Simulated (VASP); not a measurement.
# P (R-3m) in VASP: further runs

P is run at these levels: PBEsol; tasks: single point.

All numbers are computed with VASP 6.6.1; they aren't measurements. Logs are shortened: lines on timing, memory, paths and dates and some standing lists are left out, and cuts for length are marked.

## (1) The cell of the first run

It takes space group R-3m (No. 166, trigonal). Conventional cell: a = 3.499 Å, b = 3.499 Å, c = 9.137 Å, α = 90.00°, β = 90.00°, γ = 120.00°. P (site symmetry 3m) has 6 P at 2.30 to 2.80 Å within 3.0 Å.

## (2) Single point, PBEsol

Input file INCAR:

```
ALGO = Normal
EDIFF = 1E-6
ENCUT = 520
GGA = PS
ISIF = 2
ISMEAR = 0
LASPH = True
LCHARG = False
LREAL = False
LWAVE = False
NBANDS = 12
NELM = 100
PREC = Accurate
SIGMA = 0.15
```

Input file KPOINTS:

```
k-points
0
Gamma
  18 18 18
```

Input file POSCAR:

```
P
1.0
    1.7493681869      1.0099981936      3.0456553624
   -1.7493681869      1.0099981936      3.0456553624
    0.0000000000     -2.0199963872      3.0456553624
P
2
Direct
    0.2270802500      0.2270802500      0.2270802500
    0.7729197500      0.7729197500      0.7729197500
```

Potentials or basis: VASP PAW PBE potentials, release 64 (P).

Launch:

```
$ cat potpaw_PBE.64/P/POTCAR > POTCAR
$ mpirun -np 1 vasp_std > vasp.out
```

OUTCAR:

```text
EDIFF = 1E-6
   ENCUT = 520
   GGA = PS
   ISIF = 2
   ISMEAR = 0
   LASPH = True
   LREAL = False
   NELM = 100
   PREC = Accurate

 ion  position               nearest neighbor table
   1  0.227  0.227  0.227-   2 2.30   2 2.30   2 2.30   2 2.80   2 2.80   2 2.80
   2  0.773  0.773  0.773-   1 2.30   1 2.30   1 2.30   1 2.80   1 2.80   1 2.80

  LATTYP: Found a trigonal (rhomboedric) cell.
 ALAT       =     3.6546411576
 COS(alpha) =     0.5417494838

  Lattice vectors:

 A1 = (   1.7493681869,   1.0099981936,   3.0456553624)
 A2 = (  -1.7493681869,   1.0099981936,   3.0456553624)
 A3 = (   0.0000000000,  -2.0199963872,   3.0456553624)

Analysis of symmetry for initial positions (statically):
=====================================================================
 Subroutine PRICEL returns:
 Original cell was already a primitive cell.

 Routine SETGRP: Setting up the symmetry group for a
 trigonal (rhombohedral) supercell.

 Subroutine GETGRP returns: Found 12 space group operations
 (whereof 12 operations were pure point group operations)
 out of a pool of 12 trial point group operations.

The static configuration has the point symmetry D_3d.

Analysis of symmetry for dynamics (positions and initial velocities):
=====================================================================
 Subroutine PRICEL returns:
 Original cell was already a primitive cell.

 Routine SETGRP: Setting up the symmetry group for a
 trigonal (rhombohedral) supercell.

 Subroutine GETGRP returns: Found 12 space group operations
 (whereof 12 operations were pure point group operations)
 out of a pool of 12 trial point group operations.

The dynamic configuration has the point symmetry D_3d.

 Subroutine INISYM returns: Found 12 space group operations
 (whereof 12 operations are pure point group operations),
 and found     1 'primitive' translations

----------------------------------------------------------------------------------------

                                     Primitive cell

  volume of cell :      32.2875

  direct lattice vectors                    reciprocal lattice vectors
     1.749368187  1.009998194  3.045655362     0.285817476  0.165016797  0.109445519
    -1.749368187  1.009998194  3.045655362    -0.285817476  0.165016797  0.109445519
     0.000000000 -2.019996387  3.045655362     0.000000000 -0.330033594  0.109445519

  length of vectors
     3.654641158  3.654641158  3.654641158     0.347707484  0.347707484  0.347707484

  position of ions in fractional coordinates (direct lattice)
     0.227080250  0.227080250  0.227080250
     0.772919750  0.772919750  0.772919750

  ion indices of the primitive-cell ions
   primitive index   ion index
                 1           1
                 2           2

----------------------------------------------------------------------------------------

 KPOINTS: k-points

Automatic generation of k-mesh.
 Grid dimensions read from file:
 generate k-points for:   18   18   18

 Generating k-lattice:

  Cartesian coordinates                     Fractional coordinates (reciprocal lattice)
     0.015878749  0.009167600  0.006080307     0.055555556  0.000000000  0.000000000
    -0.015878749  0.009167600  0.006080307     0.000000000  0.055555556  0.000000000
     0.000000000 -0.018335200  0.006080307     0.000000000  0.000000000  0.055555556

  Length of vectors
     0.019317082  0.019317082  0.019317082

  Shift w.r.t. Gamma in fractional coordinates (k-lattice)
     0.000000000  0.000000000  0.000000000

 Subroutine IBZKPT returns following result:
 ===========================================

 Found    580 irreducible k-points:

 Following reciprocal coordinates:
            Coordinates               Weight
  0.000000  0.000000  0.000000      1.000000
  0.055556 -0.000000  0.000000      6.000000
  0.111111 -0.000000  0.000000      6.000000
  0.166667  0.000000 -0.000000      6.000000
  0.222222 -0.000000  0.000000      6.000000
  0.277778  0.000000 -0.000000      6.000000
[... 16 lines left out ...]
 -0.277778  0.055556  0.000000     12.000000
 -0.222222  0.055556  0.000000     12.000000
 [... further k-points ...]
   k-points           NKPTS =    580   k-points in BZ     NKDIM =    580   number of bands    NBANDS=     12
   number of dos      NEDOS =    301   number of ions     NIONS =      2
   total plane-waves  NPLWV =  21952
   dimension x,y,z NGX =    28 NGY =   28 NGZ =   28
   dimension x,y,z NGXF=    56 NGYF=   56 NGZF=   56
   ions per type =               2
   NGX,Y,Z   is equivalent  to a cutoff of  12.74, 12.74, 12.74 a.u.
   NGXF,Y,Z  is equivalent  to a cutoff of  25.47, 25.47, 25.47 a.u.
 SYSTEM =  unknown system
   PREC   = accura    normal or accurate (medium, high low for compatibility)
   ISTART =      0    job   : 0-new  1-cont  2-samecut
   ICHARG =      2    charge: 1-file 2-atom 10-const
   ISPIN  =      1    spin polarized calculation?
   LNONCOLLINEAR =      F non collinear calculations
   LSORBIT =      F    spin-orbit coupling
   LASPH  =      T    aspherical Exc in radial PAW
   ENCUT  =  520.0 eV  38.22 Ry    6.18 a.u.   6.80  6.80  6.80*2*pi/ulx,y,z
   NELM   =    100;   NELMIN=  2; NELMDL= -5     # of ELM steps
   EDIFF  = 0.1E-05   stopping-criterion for ELM
   LREAL  =      F    real-space projection
   EDIFFG = 0.1E-04   stopping-criterion for IOM
   NSW    =      0    number of steps for IOM
   IBRION =     -1    ionic relax: 0-MD 1-quasi-New 2-CG
   NFREE  =      0    steps in history (QN), initial steepest desc. (CG)
   ISIF   =      2    stress and relaxation
   ISYM   =      2    0-nonsym 1-usesym 2-fastsym
   POTIM  = 0.5000    time-step for ionic-motion
   TEBEG  =    0.0;   TEEND  =   0.0 temperature during run
   PSTRESS=    0.0 pullay stress
   NELECT =      10.0000    total number of electrons
   NUPDOWN=      -1.0000    fix difference up-down
   EMIN   =  10.00;   EMAX   =-10.00  energy-range for DOS
   EFERMI =   0.00;   METHOD = LEGACY
   ISMEAR =     0;   SIGMA  =   0.15  broadening in eV -4-tet -1-fermi 0-gaus
   EFERMI_NEDOS =   21; number of points for ismear=-14 and -15
   IALGO  =     38    algorithm
   IMIX   =      4    mixing-type and parameters
     AMIX     =   0.40;   BMIX     =  1.00
     AMIX_MAG =   1.60;   BMIX_MAG =  1.00
  volume/ion in A,a.u.               =      16.14       108.94
  Fermi-wavevector in a.u.,A,eV,Ry     =   1.107636  2.093128 16.692396  1.226857
  Thomas-Fermi vector in A             =   2.244152
   LORBIT       =      0    0 simple, 1 ext, 2 COOP (PROOUT), +10 PAW based schemes
   GGA     = PS    functional components
   LHFCALC =     F    Hartree Fock is set to
   AEXX    =    0.0000 exact exchange contribution
   IVDW    =     0    specifies the selected vdW correction
   LEPSILON=     F    determine dielectric tensor
   LRPA    =     F    only Hartree local field effects (RPA)
 non-spin polarized calculation
 Gauss-broadening in eV      SIGMA  =   0.15
  energy-cutoff  :      520.00
  volume of cell :       32.29
 maximum number of plane-waves:       896
   NGX = 13   NGY = 13   NGZ = 13

 number of electron      10.0000001 magnetization

 Free energy of the ion-electron system (eV)
  ---------------------------------------------------
  ext. energy  EPLUGINS =         0.00000000
  ---------------------------------------------------
  free energy    TOTEN  =       -11.55204308 eV

  energy without entropy =      -11.54902456  energy(sigma->0) =      -11.55053382

 E-fermi :   8.8121     XC(G=0): -10.8765

 val. band max:        8.8117180786   @ k =   0.3889   0.3333   0.3333
 cond. band min:       8.8128820748   @ k =   0.3889   0.2778   0.2778
 fundamental gap:      0.0011639962
 Fermi energy:         8.8121074826

 k-point     1 :       0.0000    0.0000    0.0000
  band No.  band energies     occupation
      1      -7.5840      2.00000
      2       5.5468      2.00000
      3       5.8483      2.00000
      4       5.8483      2.00000
      5       6.1684      2.00000
      6      10.1776      0.00000
      7      11.5127      0.00000
      8      11.5127      0.00000
      9      14.5191      0.00000
     10      14.5191      0.00000
     11      15.9488      0.00000
     12      15.9494      0.00000

 k-point     2 :       0.0556   -0.0000    0.0000
  band No.  band energies     occupation
      1      -7.5348      2.00000
      2       4.7765      2.00000
      3       5.8139      2.00000
      4       6.0522      2.00000
      5       6.5214      2.00000
      6      10.3072      0.00000
      7      11.5009      0.00000
      8      11.5186      0.00000
      9      14.1985      0.00000
     10      14.2128      0.00000
     11      15.1642      0.00000
     12      16.4848      0.00000

 k-point     3 :       0.1111   -0.0000    0.0000
  band No.  band energies     occupation
      1      -7.3872      2.00000
      2       3.7356      2.00000
      3       5.7200      2.00000
      4       5.9838      2.00000
      5       7.0461      2.00000
      6      10.5314      0.00000
      7      11.4458      0.00000
      8      11.5260      0.00000
      9      13.5499      0.00000
     10      13.8864      0.00000
     11      14.8164      0.00000
     12      17.5208      0.00000
[... 286 lines left out ...]
 k-point    23 :      -0.2778    0.0556    0.0000
  band No.  band energies     occupation
      1      -6.1438      2.00000
      2      -0.0112      2.00000
      3       4.8201      2.00000
      4       6.1730      2.00000
      5       7.6281      2.00000
      6       9.6101      0.00000
      7       9.8846      0.00000
      8      10.9345      0.00000
      9      14.7069      0.00000
     10      15.2872      0.00000
     11      16.6368      0.00000
     12      21.0743      0.00000

 k-point    24 :      -0.2222    0.0556    0.0000
  band No.  band energies     occupation
      1      -6.6114      2.00000
      2       1.0680      2.00000
      3       4.9591      2.00000
      4       6.2265      2.00000
      5       7.5237      2.00000
      6      10.0202      0.00000
      7      10.3955      0.00000
      8      11.1816      0.00000
      9      13.8273      0.00000
     10      14.8985      0.00000
     11      15.5912      0.00000
     12      19.7583      0.00000

 [... further k-points ...]
[... 5 lines left out ...]
  --------------------------------------------------------------------------------------
  -------------------------------------------------------------------------------------
  Total       -0.6721073     -0.6721073     -0.2443783     -0.0000000      0.0000000      0.0000000
  in kB      -33.3514985    -33.3514985    -12.1266089     -0.0000000      0.0000000      0.0000000
  external PRESSURE =     -26.2765353 kB  Pullay stress =       0.0000000 kB

 VOLUME and BASIS-vectors are now :
 -----------------------------------------------------------------------------
  energy-cutoff  :      520.00
  volume of cell :       32.29
      direct lattice vectors                 reciprocal lattice vectors
     1.749368187  1.009998194  3.045655362     0.285817476  0.165016797  0.109445519
    -1.749368187  1.009998194  3.045655362    -0.285817476  0.165016797  0.109445519
     0.000000000 -2.019996387  3.045655362     0.000000000 -0.330033594  0.109445519

 POSITION                                       TOTAL-FORCE (eV/Angst)
 -----------------------------------------------------------------------------------
      0.00000      0.00000      2.07482         0.000000      0.000000      0.398279
      0.00000      0.00000      7.06214         0.000000     -0.000000     -0.398279
 -----------------------------------------------------------------------------------
    total drift:                                0.000000     -0.000000     -0.000000

  FREE ENERGIE OF THE ION-ELECTRON SYSTEM (eV)
  ---------------------------------------------------
  free  energy   TOTEN  =       -11.5520430848 eV

  energy  without entropy=      -11.5490245596  energy(sigma->0) =      -11.55053382
```

Run time: 69 s. Hardware: 1 thread of Intel Xeon 6975P-C (Granite Rapids), shared host; peak memory 0.28 GiB.

What came out:

* Free energy: -11.5520 eV
* Pressure: -2.6 GPa
* Largest force: 0.398 eV/Å
* Band gap on the k mesh: zero (band 5 reaches 9.23 eV, above the bottom of band 6 at 8.50 eV)

Forces on the atoms (eV/Å):
```
P    0.000  0.000  0.398
P    0.000  0.000 -0.398
```

Caveat: the PAW data sets were made with another functional, which shifts forces and pressure a little.

## (3) Single point, PBEsol

This run uses another cell than the first one, of the same volume but with other edges.

Input file INCAR:

```
SYSTEM = P
ALGO = Normal
EDIFF = 1E-6
ENCUT = 520
GGA = PS
ISIF = 2
ISMEAR = 0
LASPH = .TRUE.
LCHARG = .FALSE.
LREAL = .FALSE.
LWAVE = .FALSE.
NBANDS = 12
NELM = 100
PREC = Accurate
SIGMA = 0.15
```

Input file KPOINTS:

```
k-points
0
G
  18 18 18
  0 0 0
```

Input file POSCAR:

```
P
1.0
    1.6239695684      0.9375992675      3.5341699803
   -1.6239695684      0.9375992675      3.5341699803
    0.0000000000     -1.8751985350      3.5341699803
P
2
Direct
    0.2270802500      0.2270802500      0.2270802500
    0.7729197500      0.7729197500      0.7729197500
```

Potentials or basis: VASP PAW PBE potentials, release 64 (P).

Launch:

```
$ cat potpaw_PBE.64/P/POTCAR > POTCAR
$ mpirun -np 1 vasp_std > vasp.out
```

It took 100 s on 1 thread of Intel Xeon 6975P-C (Granite Rapids), shared host; peak memory 0.29 GiB.

Results (log left out):

- Free energy: -11.4230 eV
- Pressure: 1.5 GPa
- Largest force: 0.507 eV/Å
- Band gap on the k mesh: zero (band 5 reaches 10.27 eV, above the bottom of band 6 at 7.63 eV)

Forces on the atoms (eV/Å):
```
P    0.000  0.000 -0.507
P    0.000  0.000  0.507
```

Stress tensor (GPa, compression positive):
```
 4.80  0.00  0.00
 0.00  4.80  0.00
 0.00  0.00 -5.02
```

Levels at points of the mesh, in eV from the Fermi level:
```csv
k point,band 3,band 4,band 5,band 6,band 7,band 8
"(0.00, 0.00, 0.00)",-4.41,-1.41,-1.41,2.89,3.29,3.29
"(0.50, 0.00, 0.00)",-4.10,-3.15,-1.05,-0.30,0.33,1.68
"(0.50, 0.50, 0.00)",-6.27,-5.38,-4.07,0.81,5.71,6.60
"(0.50, 0.50, 0.50)",-1.32,-1.32,1.58,1.58,2.55,3.04
```

Caveat: the PAW data sets were made with another functional, which shifts forces and pressure a little.
